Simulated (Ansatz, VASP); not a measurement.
## Two plane-wave programs on WS2

File INCAR:

```
PREC = Accurate ; ENCUT = 520
EDIFF = 1E-6 ; ISMEAR = 0
SIGMA = 0.02 ; LREAL = F
LASPH = T ; NELM = 100
ALGO = Normal ; ISIF = 2
LWAVE = F ; LCHARG = F
GGA = PS ; NBANDS = 49
```

Contents of KPOINTS:

```
regular mesh
0
Gamma
  8 8 1
```

The input POSCAR:

```
WS2
1.0
    3.1892799466     -0.0245418244      0.0094448765
   -1.6158938167      2.7543110097     -0.0025461153
    0.0846645158      0.0225267146     28.5350036133
W S
3 6
Direct
    0.6849739743      0.3556432144      0.6623338414
    0.2963177032      0.6623619500      0.8830899239
    0.3399290225      0.6730352715      0.4374114061
    0.6327730888      0.2488294943      0.9405734841
    0.7096741604      0.3845132672      0.4920804753
    0.3861498754      0.6828011494      0.7121668778
    0.6191007761      0.3198080881      0.8310202070
    0.6804408431      0.3275026004      0.3819416202
    0.3668654855      0.7075846502      0.6078080724
```

Input for Ansatz:

```yaml
crystal:
  lattice:
    - [3.1892799466, -0.0245418244, 0.0094448765]
    - [-1.6158938167, 2.7543110097, -0.0025461153]
    - [0.0846645158, 0.0225267146, 28.5350036133]
  atoms:
    - { symbol: W, position: [0.6849739743, 0.3556432144, 0.6623338414] }
    - { symbol: W, position: [0.2963177032, 0.66236195, 0.8830899239] }
    - { symbol: W, position: [0.3399290225, 0.6730352715, 0.4374114061] }
    - { symbol: S, position: [0.6327730888, 0.2488294943, 0.9405734841] }
    - { symbol: S, position: [0.7096741604, 0.3845132672, 0.4920804753] }
    - { symbol: S, position: [0.3861498754, 0.6828011494, 0.7121668778] }
    - { symbol: S, position: [0.6191007761, 0.3198080881, 0.831020207] }
    - { symbol: S, position: [0.6804408431, 0.3275026004, 0.3819416202] }
    - { symbol: S, position: [0.3668654855, 0.7075846502, 0.6078080724] }
basis:
  ecutwfc: 420
kpoints:
  mp_grid: { grid: [8, 8, 1] }
hamiltonian:
  xc: pbesol
scf:
  occupations: { method: gaussian, width: 0.02 }
output:
  forces: true
  stress: true
  eigenvalues: true
  write_density: true
  write_potential: true
  elf: true
  volumetric_format: npy
```

Change from the starting cell: all atoms moved at random (sigma 0.1 Å), cell strained at random (1 %).

Alike in both runs: task single point; functional PBEsol; k mesh 8 × 8 × 1; occupations gaussian, width 0.02 eV; no spin polarisation.

|  | VASP | Ansatz |
| --- | --- | --- |
| version | VASP 6.6.1 | Ansatz 0.2.0 |
| potentials or method | VASP PAW PBE potentials, release 64 (W_sv, S), cutoff 520 eV | scalar-relativistic, plane waves, PAW |
| valence electrons in the cell | 78 | 78 |

Ansatz gave:

```
gap on the k mesh at the Fermi level (eV) : 0.98
least direct gap on the mesh (eV)         : 1.17
rms of the force components (eV/Å)        : 1.260
```

Question: What did VASP give for the same quantities?

Answer: gap on the k mesh at the Fermi level (eV): 1.00; least direct gap on the mesh (eV): 1.18; rms of the force components (eV/Å): 1.265.

VASP's potentials were made for PBE, not for PBEsol. Atom by atom the forces differ by 0.011 eV/Å (rms over components). Ansatz's warnings: xc potential rough in thin density.

Neither program's run includes spin-orbit coupling.
